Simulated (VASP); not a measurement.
A run of VASP 6.6.1:

The input POSCAR:

```
Zn6Mo
1.0
    0.0000000000      3.8103422516      3.8103422516
    3.8103422516      0.0000000000      3.8103422516
    3.8103422516      3.8103422516      0.0000000000
Zn Mo
6 1
Direct
    0.5000000000      0.5000000000      0.0000000000
    0.5000000000      0.0000000000      0.5000000000
    0.0000000000      0.0000000000      0.5000000000
    0.0000000000      0.5000000000      0.0000000000
    0.0000000000      0.5000000000      0.5000000000
    0.5000000000      0.0000000000      0.0000000000
    0.0000000000      0.0000000000      0.0000000000
```

Contents of INCAR.step1:

```
SYSTEM = Zn6Mo
ALGO = Normal
EDIFF = 1E-5
ENCUT = 550
GGA = PE
GGA_COMPAT = .False.
ISMEAR = 0
LASPH = .True.
LCHARG = .False.
LREAL = .False.
LWAVE = .True.
NBANDS = 52
NELM = 120
PREC = Accurate
SIGMA = 0.1
```

The input INCAR.step2:

```
SYSTEM = Zn6Mo
ALGO = Normal
EDIFF = 1E-6
ENCUT = 550
GGA_COMPAT = .False.
ISIF = 2
ISMEAR = 0
ISTART = 1
LASPH = .True.
LCHARG = .False.
LMIXTAU = .True.
LREAL = .False.
LWAVE = .False.
METAGGA = R2SCAN
NBANDS = 52
NELM = 120
PREC = Accurate
SIGMA = 0.1
```

The input KPOINTS:

```
k-points
0
Gamma
  8 8 8
  0 0 0
```

Potentials or basis: VASP PAW PBE potentials, release 64 (Zn, Mo_sv).

Command:

```bash
$ cat potpaw_PBE.64/Zn/POTCAR potpaw_PBE.64/Mo_sv/POTCAR > POTCAR
$ cp INCAR.step1 INCAR
$ mpirun -np 1 vasp_std > vasp.out
$ cp INCAR.step2 INCAR
$ mpirun -np 1 vasp_std > vasp.out
```

Hardware: 1 thread of Intel Xeon 8259CL, on a shared host.

**Question.** How long does it take, and how much memory?

**Answer.** It took 22 min on 1 thread of Intel Xeon 8259CL (shared host), peak memory 0.37 GiB. Counts: k points 29.
